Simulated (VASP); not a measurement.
# GaN (P-6m2) in VASP: further runs, part 2 of 2

VASP 6.6.1. Earlier steps stand in the parts before.

## (4) Relaxation of cell and atoms, PBE

This run uses another cell than the first one, of 11.67 Å³/atom, 1.122 times its volume.

The input, INCAR:

```
SYSTEM = GaN
PREC = Accurate ; ENCUT = 600
EDIFF = 1E-6 ; ISMEAR = 0
SIGMA = 0.1 ; LREAL = .False.
LASPH = .True. ; NELM = 60
ALGO = Normal ; ISIF = 3
LWAVE = .False. ; LCHARG = .False.
GGA = PE ; IBRION = 2
NSW = 90 ; EDIFFG = -0.04
```

The input, KPOINTS:

```
regular mesh
0
Gamma
  6 6 6
  0 0 0
```

The input, POSCAR:

```
GaN
1.0
    3.0233078800      0.0000000000      0.0000000000
   -1.5116539400      2.6182614200      0.0000000000
    0.0000000000      0.0000000000      2.9487791000
Ga N
1 1
Direct
    0.6666666700      0.3333333300      0.5000000000
    0.0000000000      0.0000000000      0.0000000000
```

Potentials or basis: VASP PAW PBE potentials, release 64 (Ga_d, N).

On the command line:

```console
$ cat potpaw_PBE.64/Ga_d/POTCAR potpaw_PBE.64/N/POTCAR > POTCAR
$ mpirun -np 1 vasp_std > vasp.out
```

OUTCAR:

```text
SYSTEM = GaN
   PREC = Accurate
   ENCUT = 600
   EDIFF = 1E-6
   ISMEAR = 0
   LREAL = .False.
   LASPH = .True.
   NELM = 60
   ISIF = 3
   GGA = PE
   IBRION = 2
   NSW = 90
   EDIFFG = -0.04

 ion  position               nearest neighbor table
   1  0.667  0.333  0.500-   2 2.28   2 2.28   2 2.28   2 2.28   2 2.28   2 2.28
   2  0.000  0.000  0.000-   1 2.28   1 2.28   1 2.28   1 2.28   1 2.28   1 2.28

  LATTYP: Found a hexagonal cell.
 ALAT       =     3.0233078800
 C/A-ratio  =     0.9753485973

  Lattice vectors:

 A1 = (   3.0233078800,   0.0000000000,   0.0000000000)
 A2 = (  -1.5116539400,   2.6182614200,   0.0000000000)
 A3 = (   0.0000000000,   0.0000000000,   2.9487791000)

Analysis of symmetry for initial positions (statically):
=====================================================================
 Subroutine PRICEL returns:
 Original cell was already a primitive cell.

 Routine SETGRP: Setting up the symmetry group for a
 hexagonal supercell.

 Subroutine GETGRP returns: Found 12 space group operations
 (whereof 12 operations were pure point group operations)
 out of a pool of 24 trial point group operations.
[... 172 lines left out ...]
  Total       -0.8173939     -0.8173939     -5.1761778      0.0000000     -0.0000000      0.0000000
  in kB      -56.1053578    -56.1053574   -355.2893162      0.0000000     -0.0000000      0.0000000
  external PRESSURE =    -155.8333438 kB  Pullay stress =       0.0000000 kB
[... 275 lines left out ...]
--------------------------------------- Ionic step        9  -------------------------------------------

 number of electron      18.0000004 magnetization

 Free energy of the ion-electron system (eV)
  ---------------------------------------------------
  ext. energy  EPLUGINS =         0.00000000
  ---------------------------------------------------
  free energy    TOTEN  =       -10.28444269 eV

  energy without entropy =      -10.28183745  energy(sigma->0) =      -10.28314007

 E-fermi :   7.3468     XC(G=0): -12.5030

 val. band max:        7.2282392149   @ k =   0.0000   0.0000   0.5000
 cond. band min:       7.4387660974   @ k =   0.3333   0.3333   0.5000
 fundamental gap:      0.2105268824
 Fermi energy:         7.3467730846

 k-point     1 :       0.0000    0.0000    0.0000
  band No.  band energies     occupation
      1      -9.7821      2.00000
      2      -7.6345      2.00000
      3      -7.4572      2.00000
      4      -7.4572      2.00000
      5      -7.1520      2.00000
      6      -7.1520      2.00000
      7       6.1640      2.00000
      8       6.3044      2.00000
      9       6.3044      2.00000
     10       7.0050      2.00000
     11      16.8368      0.00000
     12      16.8368      0.00000
     13      18.2321      0.00000
[... 354 lines left out ...]
  band No.  band energies     occupation
      1      -8.2239      2.00000
      2      -7.5018      2.00000
      3      -7.4424      2.00000
      4      -7.2266      2.00000
      5      -7.0870      2.00000
      6      -5.1000      2.00000
      7       0.0677      2.00000
      8       3.2075      2.00000
      9       6.7678      2.00000
     10       8.4241      0.00000
     11      14.7305      0.00000
     12      15.6012      0.00000
     13      15.9957      0.00000

 [... further k-points ...]
[... 5 lines left out ...]
  --------------------------------------------------------------------------------------
  -------------------------------------------------------------------------------------
  Total        0.0161544      0.0161544      0.0211431      0.0000000      0.0000000      0.0000000
  in kB        1.2413480      1.2413480      1.6246937      0.0000000      0.0000000      0.0000000
  external PRESSURE =       1.3691299 kB  Pullay stress =       0.0000000 kB
[... 17 lines left out ...]
  FREE ENERGIE OF THE ION-ELECTRON SYSTEM (eV)
  ---------------------------------------------------
  free  energy   TOTEN  =       -10.2844426932 eV

  energy  without entropy=      -10.2818374524  energy(sigma->0) =      -10.28314007

 reached required accuracy - stopping structural energy minimisation
```

Run time: 26 s. Hardware: 1 thread of Intel Xeon Platinum 8559C (Emerald Rapids), shared host; peak memory 0.15 GiB.

Results:

* Free energy: -10.2844 eV
* Relaxed volume: 10.43 Å³/atom
* Relaxed cell: a = 2.998 Å, b = 2.998 Å, c = 2.678 Å, α = 90.00°, β = 90.00°, γ = 120.00°
* Space group after relaxing (to 0.05 Å): P-6m2 (No. 187)
* Energy gained by relaxing: 137.4 meV/atom
* Ionic steps: 9
* Pressure after relaxing: 0.1 GPa
* Band gap on the k mesh: zero (band 9 reaches 7.61 eV, above the bottom of band 10 at 6.63 eV)

Step by step:
| step | energy change (eV) | largest force (eV/Å) | pressure (GPa) | volume (Å³) |
| --- | --- | --- | --- | --- |
| 1 | 0.0000 | 0.0000 | -15.58 | 23.34 |
| 2 | -0.2057 | 0.0000 | 13.29 | 19.63 |
| 3 | -0.2723 | 0.0000 | 0.75 | 20.71 |
| 4 | -0.2726 | 0.0000 | 1.50 | 20.64 |
| 5 | -0.2725 | 0.0000 | 1.97 | 20.59 |
| 6 | -0.2742 | 0.0000 | 0.43 | 20.84 |
| 7 | -0.2745 | 0.0000 | 0.95 | 20.76 |
| 8 | -0.2746 | 0.0000 | -0.72 | 20.93 |
| 9 | -0.2748 | 0.0000 | 0.14 | 20.85 |

Final structure:
```
CELL_PARAMETERS angstrom
2.99839 0.00000 0.00000
-1.49919 2.59668 0.00000
0.00000 0.00000 2.67795
ATOMIC_POSITIONS crystal
Ga 0.66667 0.33333 0.50000
N 0.00000 0.00000 0.00000
```

Caveat: the k points lie up to 0.40 Å⁻¹ apart in the final cell.

## (5) Single point, PBE, collinear spin, ferromagnetic start

The input, INCAR:

```
PREC = Accurate
ENCUT = 520
EDIFF = 1E-7
ISMEAR = 0
SIGMA = 0.1
LREAL = False
LASPH = True
NELM = 150
ALGO = Normal
ISIF = 2
LWAVE = False
LCHARG = True
ISPIN = 2
MAGMOM = 0 1
LORBIT = 11
GGA = PE
LELF = True
LVHAR = True
NBANDS = 20
```

The input, KPOINTS:

```
Automatic mesh
0
Gamma
  6 6 6
```

The input, POSCAR:

```
GaN
1.0
    2.9956605046      0.0000000000      0.0000000000
   -1.4978302523      2.5943180981      0.0000000000
    0.0000000000      0.0000000000      2.6757328740
Ga N
1 1
Direct
    0.6666666667      0.3333333333      0.5000000000
    0.0000000000      0.0000000000      0.0000000000
```

Potentials or basis: VASP PAW PBE potentials, release 64 (Ga_d, N).

On the command line:

```console
$ cat potpaw_PBE.64/Ga_d/POTCAR potpaw_PBE.64/N/POTCAR > POTCAR
$ mpirun -np 1 vasp_std > vasp.out
```

OUTCAR:

```text
PREC = Accurate
   ENCUT = 520
   EDIFF = 1E-7
   ISMEAR = 0
   LREAL = False
   LASPH = True
   NELM = 150
   ISIF = 2
   ISPIN = 2
   LORBIT = 11
   GGA = PE

 ion  position               nearest neighbor table
   1  0.667  0.333  0.500-   2 2.19   2 2.19   2 2.19   2 2.19   2 2.19   2 2.19
   2  0.000  0.000  0.000-   1 2.19   1 2.19   1 2.19   1 2.19   1 2.19   1 2.19

  LATTYP: Found a hexagonal cell.
 ALAT       =     2.9956605046
 C/A-ratio  =     0.8932029747

  Lattice vectors:

 A1 = (   2.9956605046,   0.0000000000,   0.0000000000)
 A2 = (  -1.4978302523,   2.5943180981,   0.0000000000)
[... 1321 lines left out ...]

 VOLUME and BASIS-vectors are now :
 -----------------------------------------------------------------------------
  energy-cutoff  :      520.00
  volume of cell :       20.79
      direct lattice vectors                 reciprocal lattice vectors
     2.995660505  0.000000000  0.000000000     0.333816198  0.192728872  0.000000000
    -1.497830252  2.594318098  0.000000000     0.000000000  0.385457743  0.000000000
     0.000000000  0.000000000  2.675732874     0.000000000  0.000000000  0.373729384

 POSITION                                       TOTAL-FORCE (eV/Angst)
 -----------------------------------------------------------------------------------
      1.49783      0.86477      1.33787        -0.000000      0.000000      0.000000
      0.00000      0.00000      0.00000         0.000000     -0.000000      0.000000
 -----------------------------------------------------------------------------------
    total drift:                                0.000002     -0.000001      0.000000

  FREE ENERGIE OF THE ION-ELECTRON SYSTEM (eV)
  ---------------------------------------------------
  free  energy   TOTEN  =       -10.2784302064 eV

  energy  without entropy=      -10.2757864515  energy(sigma->0) =      -10.27710833

 total charge

# of ion       s       p       d       tot
------------------------------------------
    1        0.765   0.671  10.127  11.562
    2        1.277   2.365   0.000   3.642
--------------------------------------------------
tot          2.042   3.035  10.127  15.204

 magnetization (x)

# of ion       s       p       d       tot
------------------------------------------
    1       -0.000   0.000   0.000  -0.000
    2       -0.000   0.000   0.000   0.000
--------------------------------------------------
tot         -0.000   0.000   0.000   0.000
```

stdout:

```text
POSCAR found type information on POSCAR GaN
 POSCAR found :  2 types and       2 ions
 scaLAPACK will be used
 LDA part: xc-table for (Slater+PW92), standard interpolation
 POSCAR, INCAR and KPOINTS ok, starting setup
 FFT: planning ... GRIDC
 FFT: planning ... GRID_SOFT
 FFT: planning ... GRID
 WAVECAR not read
 entering main loop
```

It took 13 s on 1 thread of Intel Xeon Platinum 8559C (Emerald Rapids), shared host; peak memory 0.14 GiB.

Results:

| Property | Result |
| --- | --- |
| Free energy | -10.2784 eV |
| Pressure | 0.6 GPa |
| Band gap on the k mesh | zero (filled and empty bands overlap) |
| Net moment | 0.00 μB per cell |
| Valence electrons inside the program's atomic spheres | Ga 11.56; N 3.64 |

Stress tensor (GPa, compression positive):
```
0.59 0.00 0.00
0.00 0.59 0.00
0.00 0.00 0.71
```

Caveat: the k points lie up to 0.40 Å⁻¹ apart.

## (6) Single point, PBE, collinear spin, ferromagnetic start

This run uses another cell than the first one, of 11.67 Å³/atom, 1.122 times its volume.

The input, INCAR:

```
PREC = Accurate
ENCUT = 520
EDIFF = 1E-6
ISMEAR = 0
SIGMA = 0.1
LREAL = F
LASPH = T
NELM = 150
ALGO = Normal
ISIF = 2
LWAVE = F
LCHARG = F
ISPIN = 2
MAGMOM = 0 1
LORBIT = 11
GGA = PE
NBANDS = 20
```

KPOINTS is that of step 5.

The input, POSCAR:

```
GaN
1.0
    3.0233078800      0.0000000000      0.0000000000
   -1.5116539400      2.6182614200      0.0000000000
    0.0000000000      0.0000000000      2.9487791000
Ga N
1 1
Direct
    0.6666666700      0.3333333300      0.5000000000
    0.0000000000      0.0000000000      0.0000000000
```

Potentials or basis: VASP PAW PBE potentials, release 64 (Ga_d, N).

On the command line:

```console
$ cat potpaw_PBE.64/Ga_d/POTCAR potpaw_PBE.64/N/POTCAR > POTCAR
$ mpirun -np 1 vasp_std > vasp.out
```

It took 14 s on 1 thread of Intel Xeon Platinum 8559C (Emerald Rapids), shared host; peak memory 0.15 GiB.

Results (log left out):

* Free energy: -10.0082 eV
* Pressure: -15.4 GPa
* Band gap on the k mesh: zero (filled and empty bands overlap)
* Net moment: 0.00 μB per cell
* Valence electrons inside the program's atomic spheres: Ga 11.41; N 3.56

Stress tensor (GPa, compression positive):
```
 -5.45   0.00   0.00
  0.00  -5.45   0.00
  0.00   0.00 -35.37
```

Levels at points of the mesh, in eV from the Fermi level:
Spin up:
```
           k point  band 7  band 8  band 9  band 10  band 11  band 12
(0.00, 0.00, 0.00)   -1.70   -1.28   -0.20    -0.20    10.22    10.22
(0.50, 0.00, 0.00)   -7.27   -1.74   -0.22     2.19     5.86    10.33
(0.00, 0.00, 0.50)   -8.72    0.38    0.38     5.14     5.49    12.02
(0.50, 0.00, 0.50)   -5.22   -4.49   -1.42    -0.27     7.01     7.68
```
Spin down:
| k point | band 5 | band 6 | band 7 | band 8 | band 9 | band 10 | band 11 | band 12 | band 13 | band 14 |
| --- | --- | --- | --- | --- | --- | --- | --- | --- | --- | --- |
| (0.00, 0.00, 0.00) | -14.31 | -14.31 | -1.70 | -1.28 | -0.21 | -0.21 | 10.22 | 10.22 | 10.31 | 13.26 |
| (0.50, 0.00, 0.00) | -14.33 | -13.11 | -7.27 | -1.74 | -0.22 | 2.19 | 5.85 | 10.33 | 10.51 | 11.55 |
| (0.00, 0.00, 0.50) | -14.41 | -13.91 | -8.72 | 0.38 | 0.38 | 5.14 | 5.49 | 12.02 | 12.02 | 16.68 |
| (0.50, 0.00, 0.50) | -14.22 | -11.62 | -5.22 | -4.50 | -1.42 | -0.27 | 7.01 | 7.68 | 7.82 | 13.54 |

Caveat: the k points lie up to 0.40 Å⁻¹ apart.

## (7) Overview

| task | spin | cell | cutoff (eV) | gap on the mesh (eV) | pressure (GPa) | moment (μB) |
| --- | --- | --- | --- | --- | --- | --- |
| single point | off | a = 2.996, b = 2.996, c = 2.676 Å, angles 90.0, 90.0, 120.0°, 2 atoms | 520 | none | 0.7 | - |
| single point | off | a = 3.023, b = 3.023, c = 2.949 Å, angles 90.0, 90.0, 120.0°, 2 atoms | 520 | none | -15.4 | - |
| relaxation of cell and atoms | off | relaxed from a = 3.023, b = 3.023, c = 2.949 Å, angles 90.0, 90.0, 120.0°, 2 atoms | 600 | none | 0.1 | - |
| single point | collinear, ferromagnetic start | a = 2.996, b = 2.996, c = 2.676 Å, angles 90.0, 90.0, 120.0°, 2 atoms | 520 | none | 0.6 | 0.00 |
| single point | collinear, ferromagnetic start | a = 3.023, b = 3.023, c = 2.949 Å, angles 90.0, 90.0, 120.0°, 2 atoms | 520 | none | -15.4 | 0.00 |

Alike in all rows: level PBE; potentials or basis VASP PAW PBE potentials, release 64 (Ga_d, N); k mesh 6 × 6 × 6; smearing gaussian 0.1 eV.

Caveats: all runs use coarse meshes.

Absolute energies hang on the potentials; compare differences alone.
